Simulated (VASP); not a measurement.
Sr4Ti4O11 (a cell with a defect): single point with PBE

The system is Sr4Ti4O11 (a cell with a defect).

```
CELL_PARAMETERS angstrom
-3.93642 3.93642 3.93642
3.93642 -3.93642 3.93642
3.93642 3.93642 -3.93642
ATOMIC_POSITIONS crystal
Sr 0.99932 0.99932 0.99863
Sr 0.50068 0.50068 0.00137
Sr 0.50068 0.99932 0.50000
Sr 0.99932 0.50068 0.50000
Ti 0.51663 0.51663 0.50000
Ti 0.98337 0.98337 0.50000
Ti 0.00000 0.50000 0.00000
Ti 0.50000 0.00000 0.00000
O 0.23808 0.48168 0.25640
O 0.77471 0.01832 0.25640
O 0.72529 0.48168 0.74360
O 0.26192 0.01832 0.74360
O 0.75000 0.75000 0.50000
O 0.25000 0.75000 0.00000
O 0.75000 0.25000 0.00000
O 0.48168 0.72529 0.74360
O 0.01832 0.26192 0.74360
O 0.01832 0.77471 0.25640
O 0.48168 0.23808 0.25640
```

| Property | Result |
| --- | --- |
| Program | VASP 6.6.1 |
| Task | single point |
| Functional | PBE |
| Potentials or basis | VASP PAW PBE potentials, release 64 (Sr_sv, Ti_sv, O) |
| Cutoff | 520 eV |
| k mesh | 3 × 3 × 3 |
| Occupations | gaussian, width 0.02 eV |
| Spin | no spin polarisation |
| Dipole correction | no |
| Charge | 2 |
| Further INCAR settings | LREAL = Auto; ALGO = Normal; EDIFF = 1e-06; NBANDS = 92; NELECT = 152.0 |

```yaml
Largest_force: 0.070 eV/Å
```

Forces in eV/Å, atoms in the order of the input:
```
Sr  -0.002 -0.002  0.000
Sr   0.002  0.002  0.000
Sr  -0.002  0.002  0.000
Sr   0.002 -0.002  0.000
Ti   0.000  0.000 -0.070
Ti   0.000  0.000  0.070
Ti   0.000  0.000  0.000
Ti   0.000  0.000  0.000
O    0.000 -0.006 -0.001
O    0.000 -0.006  0.001
O    0.000  0.006 -0.001
O    0.000  0.006  0.001
O    0.000  0.000  0.000
O    0.000  0.000  0.000
O    0.000  0.000  0.000
O    0.006  0.000 -0.001
O    0.006  0.000  0.001
O   -0.006  0.000  0.001
O   -0.006  0.000 -0.001
```

Levels at points of the mesh, in eV from the Fermi level:
```
           k point  band 74  band 75  band 76  band 77  band 78  band 79
(0.00, 0.00, 0.00)    -0.56    -0.56    -0.30     1.53     1.74     1.74
```

Wall time 4.6 min on 1 thread of Intel(R) Xeon(R) Platinum 8488C (Sapphire Rapids), with other jobs on the host, peak memory 0.42 GiB.

Caveat: the cell carries a net charge on a neutralising background, which shifts energy and pressure; the cell is charged against a uniform background, so pressure and absolute levels hang on convention.
